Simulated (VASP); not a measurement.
Write the native input for VASP 6.6.1 that does the following.

| Quantity | Value |
| --- | --- |
| Task | single point |
| Functional | PBE |
| Potentials or basis | VASP PAW PBE potentials, release 64 (Pt) |
| Cutoff | 400 eV |
| k mesh | 9 × 7 × 1 |
| Occupations | gaussian, width 0.1 eV |
| Spin | no spin polarisation |
| Dipole correction | yes |
| Further INCAR settings | ALGO = Normal; EDIFF = 1e-06; NBANDS = 28; NELMDL = -8 |

The structure of Pt lies in POSCAR:

```
Pt
1.0
    2.8071640675      0.0000000000      0.0000000000
    0.0000000000      3.9699294961      0.0000000000
    0.0000000000      0.0000000000     21.1553936849
Pt
4
Direct
    0.5000000000      0.5000000000      0.1890770770
    0.0000000000      0.0000000000      0.2554233740
    0.5000000000      0.5000000000      0.3268881911
    0.0000000000      0.0000000000      0.3854994999
```

These files were run (other wordings do the same):

INCAR

```
SYSTEM = Pt
  ALGO = Normal
  DIPOL = 0.5 0.5 0.289
  EDIFF = 1E-6
  ENCUT = 400
  GGA = PE
  GGA_COMPAT = .FALSE.
  IDIPOL = 3
  ISIF = 2
  ISMEAR = 0
  LASPH = .TRUE.
  LCHARG = .TRUE.
  LDIPOL = .TRUE.
  LELF = .TRUE.
  LREAL = .FALSE.
  LVACPOTAV = .TRUE.
  LVHAR = .TRUE.
  LWAVE = .FALSE.
  NBANDS = 28
  NELM = 120
  NELMDL = -8
  PREC = Accurate
  SIGMA = 0.1
```

KPOINTS

```
k-points
0
G
  9 7 1
  0 0 0
```

Potentials or basis: VASP PAW PBE potentials, release 64 (Pt).

Launch:

```bash
$ cat potpaw_PBE.64/Pt/POTCAR > POTCAR
$ mpirun -np 1 vasp_std > vasp.out
```

It gave:

| Property | Result |
| --- | --- |
| Largest force | 0.929 eV/Å |
| Band gap on the k mesh | zero (bands 20 and 21 overlap by 0.50 eV) |

Caveat: spin-orbit coupling is left out, which moves the levels of the heavy elements.

It took 5.3 min on 1 thread of Intel Xeon 8259CL, on a shared host, peak memory 0.28 GiB.
